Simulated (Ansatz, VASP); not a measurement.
La3AlN: VASP beside Ansatz

```xyz
5
Lattice="5.0975 0.0000 0.0000 0.0000 5.0975 0.0000 0.0000 0.0000 5.0975" Properties=species:S:1:pos:R:3 pbc="T T T"
La    2.5488    2.5488    0.0000
La    0.0000    2.5488    2.5488
La    2.5488    0.0000    2.5488
Al    0.0000    0.0000    0.0000
N     2.5488    2.5488    2.5488
```

Alike in both runs: task electric field gradients; functional LDA; k mesh 6 × 6 × 6; occupations gaussian, width 0.01 eV; collinear spin.

|  | VASP | Ansatz |
| --- | --- | --- |
| version | VASP 6.6.1 | Ansatz 0.2.0 |
| potentials or method | VASP PAW LDA potentials, release 64 (La, Al, N) | PAW with Ansatz's default frozen-core files, scalar-relativistic |
| plane-wave cutoff (eV) | 520 | 420 |
| valence electrons in the cell | 41 | 41 |

```csv
,VASP,Ansatz,Ansatz less VASP
gap on the k mesh at the Fermi level (eV),none,none,-
pressure (GPa),-4.4,-4.4,+0.03
net moment per atom (μB),0.04,0.04,0.000
size of the moment on the site where the two differ most (μB),0.03,0.02,-0.016
```

LDA's correlation is that of Perdew and Zunger in VASP and of Perdew and Wang (1992) in Ansatz. Site moments also hang on the region over which each program counts them. A gap of «none» marks a metal or a gap that the smearing closes. Ansatz's warnings: given moment on shells, seeded moment not kept.

Spin-orbit coupling is off throughout.
